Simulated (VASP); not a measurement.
Set up this calculation in VASP 6.6.1, as the native input.

```yaml
Task: single point
Functional: PBE
Potentials_or_basis: VASP PAW PBE potentials, release 64 (Re)
Cutoff: 600 eV
k_mesh: 10 × 10 × 5
Occupations: methfessel-paxton, width 0.1 eV
Spin: no spin polarisation
Dipole_correction: no
Further_INCAR_settings: ALGO = Normal; EDIFF = 1e-06; NBANDS = 14
```

The structure of Re lies in POSCAR:

```
Re
1.0
    2.8325409562      0.0000000000      0.0000000000
   -1.4162704781      2.4530494143      0.0000000000
    0.0000000000      0.0000000000      4.5740488593
Re
2
Direct
    0.3333333333      0.6666666667      0.2500000000
    0.6666666667      0.3333333333      0.7500000000
```

One way to write it, as run:

INCAR

```
PREC = Accurate
ENCUT = 600
EDIFF = 1E-6
ISMEAR = 1
SIGMA = 0.1
LREAL = False
LASPH = True
NELM = 120
ALGO = Normal
ISIF = 2
LWAVE = False
LCHARG = False
GGA = PE
NBANDS = 14
GGA_COMPAT = False
```

KPOINTS

```
Automatic mesh
0
Gamma
  10 10 5
```

Potentials or basis: VASP PAW PBE potentials, release 64 (Re).

The run is started by

```bash
$ cat potpaw_PBE.64/Re/POTCAR > POTCAR
$ mpirun -np 1 vasp_std > vasp.out
```

Results of the run:

```yaml
Pressure: -20.2 GPa
Band_gap_on_the_k_mesh: zero (bands 7 and 8 overlap by 2.53 eV)
```

Caveat: the cell stands under tension; spin-orbit coupling is left out, which moves the levels of the heavy elements.

Wall time 14 s on 1 thread of Intel(R) Xeon(R) Platinum 8488C (Sapphire Rapids) (shared host), peak memory 0.17 GiB.
